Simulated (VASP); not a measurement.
**Rh: single point with r2SCAN**

The system is Rh.

```
Rh
1.0
    -1.53519    1.53519    1.53519
     1.53519   -1.53519    1.53519
     1.53519    1.53519   -1.53519
Rh
1
Direct
  0.00000 0.00000 0.00000
```

This isn't the form of Rh at room conditions, which is fcc.

```
Program                : VASP 6.6.1
Task                   : single point
Functional             : r2SCAN
Potentials or basis    : VASP PAW PBE potentials, release 64 (Rh_sv_GW)
Cutoff                 : 680 eV
k mesh                 : 20 × 20 × 20
Occupations            : gaussian, width 0.05 eV
Spin                   : no spin polarisation
Dipole correction      : no
Further INCAR settings : ALGO = Normal; EDIFF = 1e-06; NBANDS = 14
```

The pressure is -6.2 GPa and the band gap on the k mesh is zero (an odd number of electrons rules out a gap without spin polarisation).

Levels at points of the mesh, in eV from the Fermi level:
| k point | band 5 | band 6 | band 7 | band 8 | band 9 | band 10 | band 11 | band 12 |
| --- | --- | --- | --- | --- | --- | --- | --- | --- |
| (0.00, 0.00, 0.00) | -7.52 | -2.78 | -2.78 | -2.78 | -0.43 | -0.43 | 19.10 | 19.10 |
| (0.50, 0.00, 0.00) | -5.66 | -4.26 | -0.47 | -0.09 | 1.59 | 1.63 | 9.52 | 15.21 |
| (0.50, 0.50, 0.50) | -5.69 | -5.69 | 1.14 | 1.14 | 1.14 | 9.91 | 9.91 | 9.91 |

It took 2.5 min on 1 thread of Intel(R) Xeon(R) Platinum 8259CL CPU @ 2.50GHz (Skylake/Cascade Lake) (shared host), peak memory 0.23 GiB.

Caveat: the cell stands under tension; the PAW data sets were made with another functional, which shifts forces and pressure a little.
